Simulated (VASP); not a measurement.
Write the native input for VASP 6.6.1 that does the following.

- Task: single point
- Functional: PBE
- Potentials or basis: VASP PAW PBE potentials, release 64 (Ni)
- Cutoff: 520 eV
- k mesh: 16 × 16 × 1
- Occupations: fermi-dirac, width 0.1 eV
- Spin: collinear spin, ferromagnetic start
- Starting moments: [1.0, 1.0, 1.0, 1.0] μB
- Dipole correction: yes
- Further INCAR settings: ALGO = Normal; EDIFF = 1e-07; NBANDS = 32

The structure of Ni lies in POSCAR:

```
Ni
1.0
    2.4893867674      0.0000000000      0.0000000000
    0.0000000000      2.4893867674      0.0000000000
    0.0000000000      0.0000000000     18.1782000000
Ni
4
Direct
    0.2500000000      0.2500000000      0.3575708074
    0.7500000000      0.7500000000      0.4508338395
    0.2500000000      0.2500000000      0.5491663578
    0.7500000000      0.7500000000      0.6424291926
```

The input as run:

INCAR

```
ALGO = Normal ; DIPOL = 0.5 0.5 0.500
EDIFF = 1E-7 ; ENCUT = 520
GGA = PE ; IDIPOL = 3
ISIF = 2 ; ISMEAR = -1
ISPIN = 2 ; LASPH = T
LCHARG = F ; LDIPOL = T
LMAXMIX = 4 ; LORBIT = 11
LREAL = F ; LWAVE = F
MAGMOM = 1 1 1 1 ; NBANDS = 32
NELM = 150 ; PREC = Accurate
SIGMA = 0.1
```

KPOINTS

```
k-points
0
Gamma
  16 16 1
```

Potentials or basis: VASP PAW PBE potentials, release 64 (Ni).

Run with:

```console
$ cat potpaw_PBE.64/Ni/POTCAR > POTCAR
$ mpirun -np 1 vasp_std > vasp.out
```

It gave:

```yaml
Largest_force: 0.008 eV/Å
Net_moment: 2.66 μB per cell
Site_moments: Ni +0.72, +0.64 (each value once) μB
Valence_electrons_inside_the_program's_atomic_spheres: Ni 9.15, 9.32 (each value once)
```

Wall time 8.1 min on 1 thread of Oxide Virtual Turin-like Processor, on a shared host, peak memory 0.37 GiB.
